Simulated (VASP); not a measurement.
# CdSiN2 (P-4m2) in VASP: single point with PBE

Aim: the single point of CdSiN2 with PBE.

Program: VASP 6.6.1. These are calculated values, not measurements. Logs are shortened: lines on timing, memory, paths and dates and some standing lists are left out, and cuts for length are marked.

### Step 1. The cell of the first run

The structure is tetragonal, space group P-4m2 (No. 115). Conventional cell: a = 2.964 Å, b = 2.964 Å, c = 5.110 Å, α = 90.00°, β = 90.00°, γ = 90.00°. Cd (site symmetry -4m2) has 4 N at 2.20 Å and 4 Cd at 2.96 Å within 3.0 Å. Within 2.3 Å of N (site symmetry 2mm) lie 2 Si at 1.75 Å and 2 Cd at 2.20 Å. Within 2.3 Å of Si (site symmetry -4m2) lie 4 N at 1.75 Å.

### Step 2. Single point, PBE (biaxial xy strain -2.3%)

File INCAR:

```
ALGO     = Normal         # electronic algorithm
EDIFF    = 1E-6           # SCF threshold, eV
ENCUT    = 700            # plane-wave cutoff, eV
GGA      = PE             # functional
GGA_COMPAT= F            
ISIF     = 2              # what is computed and relaxed
ISMEAR   = -1             # smearing method
LASPH    = T              # aspherical terms in the spheres
LCHARG   = F              # write CHGCAR
LREAL    = F              # projectors in reciprocal space
LWAVE    = F              # write WAVECAR
NBANDS   = 25             # bands
NELM     = 120            # most SCF steps
PREC     = Accurate       # precision mode
SIGMA    = 0.02           # smearing width, eV
```

File KPOINTS:

```
k-points
0
Gamma
  8 8 6
```

File POSCAR:

```
CdSiN2
1.0
    2.9635999126      0.0000000000      0.0000000000
    0.0000000000      2.9635999126      0.0000000000
    0.0000000000      0.0000000000      5.1102333328
Cd N Si
1 2 1
Direct
    0.0000000000      0.0000000000      0.0000000000
    0.0000000000      0.5000000000      0.3179699104
    0.5000000000      0.0000000000      0.6820300896
    0.5000000000      0.5000000000      0.5000000000
```

Potentials or basis: VASP PAW PBE potentials, release 64 (Cd_sv_GW, N, Si).

Launch:

```console
$ cat potpaw_PBE.64/Cd_sv_GW/POTCAR potpaw_PBE.64/N/POTCAR potpaw_PBE.64/Si/POTCAR > POTCAR
$ mpirun -np 1 vasp_std > vasp.out
```

OUTCAR:

```text
EDIFF = 1E-6
   ENCUT = 700
   GGA = PE
   ISIF = 2
   ISMEAR = -1
   LASPH = T
   LREAL = F
   NELM = 120
   PREC = Accurate

 ion  position               nearest neighbor table
   1  0.000  0.000  0.000-   2 2.20   3 2.20   2 2.20   3 2.20
   2  0.000  0.500  0.318-   4 1.75   4 1.75   1 2.20   1 2.20
   3  0.500  0.000  0.682-   4 1.75   4 1.75   1 2.20   1 2.20
   4  0.500  0.500  0.500-   2 1.75   3 1.75   3 1.75   2 1.75

  LATTYP: Found a simple tetragonal cell.
 ALAT       =     2.9635999126
 C/A-ratio  =     1.7243330691

  Lattice vectors:

 A1 = (   2.9635999126,   0.0000000000,   0.0000000000)
 A2 = (   0.0000000000,   2.9635999126,   0.0000000000)
 A3 = (   0.0000000000,   0.0000000000,   5.1102333328)

Analysis of symmetry for initial positions (statically):
=====================================================================
 Subroutine PRICEL returns:
 Original cell was already a primitive cell.

 Routine SETGRP: Setting up the symmetry group for a
 simple tetragonal supercell.

 Subroutine GETGRP returns: Found  8 space group operations
 (whereof  8 operations were pure point group operations)
 out of a pool of 16 trial point group operations.

The static configuration has the point symmetry D_2d.

Analysis of symmetry for dynamics (positions and initial velocities):
=====================================================================
 Subroutine PRICEL returns:
 Original cell was already a primitive cell.

 Routine SETGRP: Setting up the symmetry group for a
 simple tetragonal supercell.

 Subroutine GETGRP returns: Found  8 space group operations
 (whereof  8 operations were pure point group operations)
 out of a pool of 16 trial point group operations.

The dynamic configuration has the point symmetry D_2d.

 Subroutine INISYM returns: Found  8 space group operations
 (whereof  8 operations are pure point group operations),
 and found     1 'primitive' translations

----------------------------------------------------------------------------------------

                                     Primitive cell

  volume of cell :      44.8828

  direct lattice vectors                    reciprocal lattice vectors
     2.963599913  0.000000000  0.000000000     0.337427463  0.000000000  0.000000000
     0.000000000  2.963599913  0.000000000     0.000000000  0.337427463  0.000000000
     0.000000000  0.000000000  5.110233333     0.000000000  0.000000000  0.195685781

  length of vectors
     2.963599913  2.963599913  5.110233333     0.337427463  0.337427463  0.195685781

  position of ions in fractional coordinates (direct lattice)
     0.000000000  0.000000000  0.000000000
     0.000000000  0.500000000  0.317969910
     0.500000000  0.000000000  0.682030090
     0.500000000  0.500000000  0.500000000

  ion indices of the primitive-cell ions
   primitive index   ion index
                 1           1
                 2           2
                 3           3
                 4           4

----------------------------------------------------------------------------------------

 KPOINTS: k-points

Automatic generation of k-mesh.
 Grid dimensions read from file:
 generate k-points for:    8    8    6

 Generating k-lattice:

  Cartesian coordinates                     Fractional coordinates (reciprocal lattice)
     0.042178433  0.000000000  0.000000000     0.125000000  0.000000000  0.000000000
     0.000000000  0.042178433  0.000000000     0.000000000  0.125000000  0.000000000
     0.000000000  0.000000000  0.032614297     0.000000000  0.000000000  0.166666667

  Length of vectors
     0.042178433  0.042178433  0.032614297

  Shift w.r.t. Gamma in fractional coordinates (k-lattice)
     0.000000000  0.000000000  0.000000000

 Subroutine IBZKPT returns following result:
 ===========================================

 Found     60 irreducible k-points:

 Following reciprocal coordinates:
            Coordinates               Weight
  0.000000  0.000000  0.000000      1.000000
  0.125000  0.000000  0.000000      4.000000
  0.250000  0.000000  0.000000      4.000000
  0.375000  0.000000  0.000000      4.000000
  0.500000  0.000000  0.000000      2.000000
  0.125000  0.125000  0.000000      4.000000
[... 16 lines left out ...]
  0.375000  0.125000  0.166667     16.000000
  0.500000  0.125000  0.166667      8.000000
 [... further k-points ...]
   k-points           NKPTS =     60   k-points in BZ     NKDIM =     60   number of bands    NBANDS=     25
   number of dos      NEDOS =    301   number of ions     NIONS =      4
   total plane-waves  NPLWV =  37632
   dimension x,y,z NGX =    28 NGY =   28 NGZ =   48
   dimension x,y,z NGXF=    56 NGYF=   56 NGZF=   96
   ions per type =               1   2   1
   NGX,Y,Z   is equivalent  to a cutoff of  15.71, 15.71, 15.62 a.u.
   NGXF,Y,Z  is equivalent  to a cutoff of  31.41, 31.41, 31.23 a.u.
 SYSTEM =  unknown system
   PREC   = accura    normal or accurate (medium, high low for compatibility)
   ISTART =      0    job   : 0-new  1-cont  2-samecut
   ICHARG =      2    charge: 1-file 2-atom 10-const
   ISPIN  =      1    spin polarized calculation?
   LNONCOLLINEAR =      F non collinear calculations
   LSORBIT =      F    spin-orbit coupling
   LASPH  =      T    aspherical Exc in radial PAW
   ENCUT  =  700.0 eV  51.45 Ry    7.17 a.u.   6.39  6.39 11.02*2*pi/ulx,y,z
   NELM   =    120;   NELMIN=  2; NELMDL= -5     # of ELM steps
   EDIFF  = 0.1E-05   stopping-criterion for ELM
   LREAL  =      F    real-space projection
   EDIFFG = 0.1E-04   stopping-criterion for IOM
   NSW    =      0    number of steps for IOM
   IBRION =     -1    ionic relax: 0-MD 1-quasi-New 2-CG
   NFREE  =      0    steps in history (QN), initial steepest desc. (CG)
   ISIF   =      2    stress and relaxation
   ISYM   =      2    0-nonsym 1-usesym 2-fastsym
   POTIM  = 0.5000    time-step for ionic-motion
   TEBEG  =    0.0;   TEEND  =   0.0 temperature during run
   PSTRESS=    0.0 pullay stress
   NELECT =      34.0000    total number of electrons
   NUPDOWN=      -1.0000    fix difference up-down
   EMIN   =  10.00;   EMAX   =-10.00  energy-range for DOS
   EFERMI =   0.00;   METHOD = LEGACY
   ISMEAR =    -1;   SIGMA  =   0.02  broadening in eV -4-tet -1-fermi 0-gaus
   EFERMI_NEDOS =   21; number of points for ismear=-14 and -15
   IALGO  =     38    algorithm
   IMIX   =      4    mixing-type and parameters
     AMIX     =   0.40;   BMIX     =  1.00
     AMIX_MAG =   1.60;   BMIX_MAG =  1.00
  volume/ion in A,a.u.               =      11.22        75.72
  Fermi-wavevector in a.u.,A,eV,Ry     =   1.492363  2.820157 30.302184  2.227148
  Thomas-Fermi vector in A             =   2.604901
   LORBIT       =      0    0 simple, 1 ext, 2 COOP (PROOUT), +10 PAW based schemes
   GGA     = PE    functional components
   LHFCALC =     F    Hartree Fock is set to
   AEXX    =    0.0000 exact exchange contribution
   IVDW    =     0    specifies the selected vdW correction
   LEPSILON=     F    determine dielectric tensor
   LRPA    =     F    only Hartree local field effects (RPA)
 non-spin polarized calculation
  energy-cutoff  :      700.00
  volume of cell :       44.88
 maximum number of plane-waves:      1908
 NGX is ok and might be reduce to    28
   NGX = 13   NGY = 13   NGZ = 23

 number of electron      33.9999993 magnetization

 Free energy of the ion-electron system (eV)
  ---------------------------------------------------
  ext. energy  EPLUGINS =         0.00000000
  ---------------------------------------------------
  free energy    TOTEN  =       -24.28127266 eV

  energy without entropy =      -24.28127266  energy(sigma->0) =      -24.28127266

 E-fermi :   8.1469     XC(G=0): -11.8079

 val. band max:        7.4648888878   @ k =   0.5000   0.0000   0.5000
 cond. band min:       8.8147331834   @ k =   0.0000   0.0000   0.0000
 fundamental gap:      1.3498442956
 Fermi energy:         8.1468569027

 k-point     1 :       0.0000    0.0000    0.0000
  band No.  band energies     occupation
      1     -94.3339      2.00000
      2     -55.4455      2.00000
      3     -55.4455      2.00000
      4     -55.2875      2.00000
      5      -9.9310      2.00000
      6      -6.8500      2.00000
[... 17 lines left out ...]
     24      18.8711      0.00000
     25      21.5420      0.00000

 k-point     2 :       0.1250    0.0000    0.0000
  band No.  band energies     occupation
      1     -94.3336      2.00000
      2     -55.4514      2.00000
      3     -55.4451      2.00000
      4     -55.2870      2.00000
      5      -9.7567      2.00000
      6      -6.8334      2.00000
[... 17 lines left out ...]
     24      19.0470      0.00000
     25      21.4524      0.00000

 k-point     3 :       0.2500    0.0000    0.0000
  band No.  band energies     occupation
      1     -94.3328      2.00000
      2     -55.4656      2.00000
      3     -55.4441      2.00000
      4     -55.2857      2.00000
      5      -9.2603      2.00000
      6      -6.8455      2.00000
[... 17 lines left out ...]
     24      18.9388      0.00000
     25      21.6755      0.00000

 k-point     4 :       0.3750    0.0000    0.0000
  band No.  band energies     occupation
      1     -94.3320      2.00000
      2     -55.4797      2.00000
      3     -55.4431      2.00000
      4     -55.2845      2.00000
      5      -8.5429      2.00000
      6      -7.0476      2.00000
[... 17 lines left out ...]
     24      18.7402      0.00000
     25      21.8849      0.00000
[... 477 lines left out ...]
 k-point    22 :       0.2500    0.1250    0.1667
  band No.  band energies     occupation
      1     -94.3325      2.00000
      2     -55.4651      2.00000
      3     -55.4499      2.00000
      4     -55.2852      2.00000
      5      -9.0602      2.00000
      6      -6.8623      2.00000
[... 17 lines left out ...]
     24      18.8610      0.00000
     25      20.0645      0.00000

 k-point    23 :       0.3750    0.1250    0.1667
  band No.  band energies     occupation
      1     -94.3316      2.00000
      2     -55.4792      2.00000
      3     -55.4489      2.00000
      4     -55.2840      2.00000
      5      -8.3729      2.00000
      6      -6.9992      2.00000
[... 17 lines left out ...]
     24      19.5473      0.00000
     25      20.3953      0.00000

 k-point    24 :       0.5000    0.1250    0.1667
  band No.  band energies     occupation
      1     -94.3313      2.00000
      2     -55.4851      2.00000
      3     -55.4485      2.00000
      4     -55.2835      2.00000
      5      -7.8517      2.00000
      6      -7.2839      2.00000
[... 17 lines left out ...]
     24      19.1399      0.00000
     25      21.2026      0.00000

 [... further k-points ...]
[... 5 lines left out ...]
  --------------------------------------------------------------------------------------
  -------------------------------------------------------------------------------------
  Total        4.3487062      4.3487062      3.2935135      0.0000000      0.0000000      0.0000000
  in kB      155.2354045    155.2354045    117.5682771      0.0000000      0.0000000      0.0000000
  external PRESSURE =     142.6796954 kB  Pullay stress =       0.0000000 kB

 VOLUME and BASIS-vectors are now :
 -----------------------------------------------------------------------------
  energy-cutoff  :      700.00
  volume of cell :       44.88
      direct lattice vectors                 reciprocal lattice vectors
     2.963599913  0.000000000  0.000000000     0.337427463  0.000000000  0.000000000
     0.000000000  2.963599913  0.000000000     0.000000000  0.337427463  0.000000000
     0.000000000  0.000000000  5.110233333     0.000000000  0.000000000  0.195685781

 POSITION                                       TOTAL-FORCE (eV/Angst)
 -----------------------------------------------------------------------------------
      0.00000      0.00000      0.00000        -0.000000     -0.000000     -0.000000
      0.00000      1.48180      1.62490         0.000000     -0.000000     -0.104871
      1.48180      0.00000      3.48533         0.000000     -0.000000      0.104871
      1.48180      1.48180      2.55512         0.000000      0.000000     -0.000000
 -----------------------------------------------------------------------------------
    total drift:                               -0.000000     -0.000000     -0.000000

  FREE ENERGIE OF THE ION-ELECTRON SYSTEM (eV)
  ---------------------------------------------------
  free  energy   TOTEN  =       -24.2812726615 eV

  energy  without entropy=      -24.2812726615  energy(sigma->0) =      -24.28127266
```

Run time: 66 s. Hardware: 1 thread of Intel Xeon Platinum 8375C at 2.90GHz (Ice Lake), shared host; peak memory 0.28 GiB.

Results:

```
Free energy            : -24.2813 eV
Pressure               : 14.3 GPa
Largest force          : 0.105 eV/Å
Band gap on the k mesh : 1.35 eV (least direct gap 1.42 eV)
```

Forces on the atoms (eV/Å):
```
Cd   0.000  0.000  0.000
N    0.000  0.000 -0.105
N    0.000  0.000  0.105
Si   0.000  0.000  0.000
```

Stress tensor (GPa, compression positive):
```
15.52  0.00  0.00
 0.00 15.52  0.00
 0.00  0.00 11.76
```

Caveat: the cell differs from its parent crystal (biaxial xy strain -2.3%); the cell stands under pressure. A k mesh can miss the band edges.
